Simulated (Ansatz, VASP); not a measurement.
Two plane-wave programs on HfO2

```xyz
12
Lattice="5.2195 0.0000 0.0000 0.0000 5.0048 0.0000 0.0000 0.0000 5.0327" Properties=species:S:1:pos:R:3 pbc="T T T"
Hf    2.7820    1.3387    1.2151
Hf    5.0472    1.3387    3.7314
Hf    0.1723    3.6661    1.2151
Hf    2.4375    3.6661    3.7314
O     4.5298    0.3571    1.9087
O     3.2994    0.3571    4.4251
O     1.2211    2.3028    2.4776
O     1.3886    2.3028    4.9939
O     3.9984    2.7020    4.9939
O     3.8308    2.7020    2.4776
O     1.9201    4.6477    1.9087
O     0.6896    4.6477    4.4251
```

Alike in both runs: task single point; functional PBE; k mesh 4 × 4 × 4; occupations gaussian, width 0.1 eV; no spin polarisation.

|  | VASP | Ansatz |
| --- | --- | --- |
| version | VASP 6.6.1 | Ansatz 0.2.0 |
| potentials or method | VASP PAW PBE potentials, release 64 (Hf_pv, O), cutoff 520 eV | scalar-relativistic, plane waves, PAW |
| valence electrons in the cell | 88 | 152 |

|  | VASP | Ansatz | Ansatz less VASP |
| --- | --- | --- | --- |
| gap on the k mesh at the Fermi level (eV) | 4.46 | 4.51 | +0.045 |
| least direct gap on the mesh (eV) | 4.64 | 4.68 | +0.037 |
| pressure (GPa) | 6.3 | 9.8 | +3.41 |
| traceless stress, the component that is largest in VASP (GPa) | 0.18 | 0.17 | -0.003 |
| rms of the force components (eV/Å) | 0.031 | 0.055 | +0.0243 |

Atom by atom the forces differ by 0.029 eV/Å (rms over components). The functional is the same, so the differences come from potentials, cutoffs and numerics. VASP's potentials hold 88 valence electrons a cell and Ansatz's 152, so a difference there can come from the potentials and not from the codes.

Neither program's run includes spin-orbit coupling.
